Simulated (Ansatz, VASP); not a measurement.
**One calculation of Au, two programs**

```
Au
1.0
    -1.74013    1.74013    1.65727
     1.74013   -1.74013    1.65727
     1.74013    1.74013   -1.65727
Au
1
Direct
  0.00000 0.00000 0.00000
```

Change from the starting cell: strain +0.050 along x and y, +0.000 along z, atoms carried along.

Alike in both runs: task single point; functional PBEsol; k mesh 20 × 20 × 20; occupations gaussian, width 0.15 eV; no spin polarisation.

```csv
,VASP,Ansatz
version,VASP 6.6.1,Ansatz 0.2.0
potentials or method,"VASP PAW PBE potentials, release 64 (Au), cutoff 520 eV","scalar-relativistic, plane waves, PAW"
valence electrons in the cell,11,19
```

```tsv
	VASP	Ansatz	Ansatz less VASP
gap on the k mesh at the Fermi level (eV)	none	none	-
pressure (GPa)	-17.4	-17.3	+0.09
traceless stress, the component that is largest in VASP (GPa)	-0.43	-0.43	+0.002
```

VASP's potentials were made for PBE, not for PBEsol. A gap of «none» marks a metal or a gap that the smearing closes. The functional is the same, so the differences come from potentials, cutoffs and numerics. VASP's potentials hold 11 valence electrons a cell and Ansatz's 19, so a difference there can come from the potentials and not from the codes.

Neither program's run includes spin-orbit coupling.
